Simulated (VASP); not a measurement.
A run of VASP 6.6.1 is set up as follows.

Contents of POSCAR:

```
CaO
1.0
    3.9808380022      0.0000000000      0.0000000000
   -1.9904190011      3.4475068382      0.0000000000
    0.0000000000      0.0000000000      4.7069971713
Ca O
2 2
Direct
    0.3333333333      0.6666666667     -0.0625000000
    0.6666666667      0.3333333333      0.4375000000
    0.3333333333      0.6666666667      0.4375000000
    0.6666666667      0.3333333333      0.9375000000
```

File INCAR.step1:

```
SYSTEM = CaO
PREC = Accurate
ENCUT = 520
ISMEAR = 0
SIGMA = 0.01
LREAL = .False.
LASPH = .True.
NELM = 100
NBANDS = 24
GGA = PE
ALGO = Normal
EDIFF = 1E-4
LWAVE = .True.
LCHARG = .False.
```

File INCAR.step2:

```
SYSTEM = CaO
PREC = Accurate
ENCUT = 520
EDIFF = 1E-6
ISMEAR = 0
SIGMA = 0.01
LREAL = .False.
LASPH = .True.
NELM = 100
ALGO = Normal
ISIF = 2
LWAVE = .False.
LCHARG = .False.
METAGGA = R2SCAN
LMIXTAU = .True.
NBANDS = 24
ISTART = 1
```

The input KPOINTS:

```
regular mesh
0
Gamma
  12 12 6
  0 0 0
```

Potentials or basis: VASP PAW PBE potentials, release 64 (Ca_sv, O).

Launch:

```console
$ cat potpaw_PBE.64/Ca_sv/POTCAR potpaw_PBE.64/O/POTCAR > POTCAR
$ cp INCAR.step1 INCAR
$ mpirun -np 1 vasp_std > vasp.out
$ cp INCAR.step2 INCAR
$ mpirun -np 1 vasp_std > vasp.out
```

Task: Predict the pressure.

Result: 2.5 GPa.

Task: What does it give for the band gap on the k mesh?

Result: 3.61 eV.

Stress tensor (GPa, compression positive):
```
1.68 0.00 0.00
0.00 1.68 0.00
0.00 0.00 4.04
```

Caveat: the cell differs from its parent crystal (uniaxial z strain -1.3%); the PAW data sets were made with another functional, which shifts forces and pressure a little. A k mesh can miss the band edges.
